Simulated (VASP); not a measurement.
# P: single point with PBE

The system is P.

```
P
1.0
    -2.74302    0.00000    2.74302
     0.00000    2.74302    2.74302
    -2.74302    2.74302    0.00000
P
2
Direct
  0.00000 0.00000 0.00000
  0.25000 0.25000 0.25000
```

* Program: VASP 6.6.1
* Task: single point
* Functional: PBE
* Potentials or basis: VASP PAW PBE potentials, release 64 (P)
* Cutoff: 500 eV
* k mesh: 4 × 4 × 4
* Occupations: fermi-dirac, width 0.1 eV
* Spin: no spin polarisation
* Dipole correction: no
* Further INCAR settings: ALGO = Normal; EDIFF = 1e-06; NBANDS = 12

```
Pressure               : -3.6 GPa
Band gap on the k mesh : zero (band 5 reaches 7.39 eV, above the bottom of band 6 at 4.73 eV)
```

Levels at points of the mesh, in eV from the Fermi level:
```tsv
k point	band 1	band 2	band 3	band 4	band 5	band 6	band 7	band 8	band 9	band 10
(0.00, 0.00, 0.00)	-14.97	-3.49	-3.04	-3.04	-3.04	0.10	0.10	0.10	6.03	6.84
(0.50, 0.00, 0.00)	-13.12	-9.89	-4.07	-4.07	-2.37	1.36	1.36	5.69	8.21	8.47
(0.50, 0.50, 0.00)	-11.42	-11.42	-5.34	-5.34	-1.12	-1.12	5.73	5.73	8.53	8.53
```

Wall time 4.7 s on 1 thread of Intel Xeon 8259CL, with other jobs on the host, peak memory 0.14 GiB.

Caveat: the k points lie up to 0.50 Å⁻¹ apart.
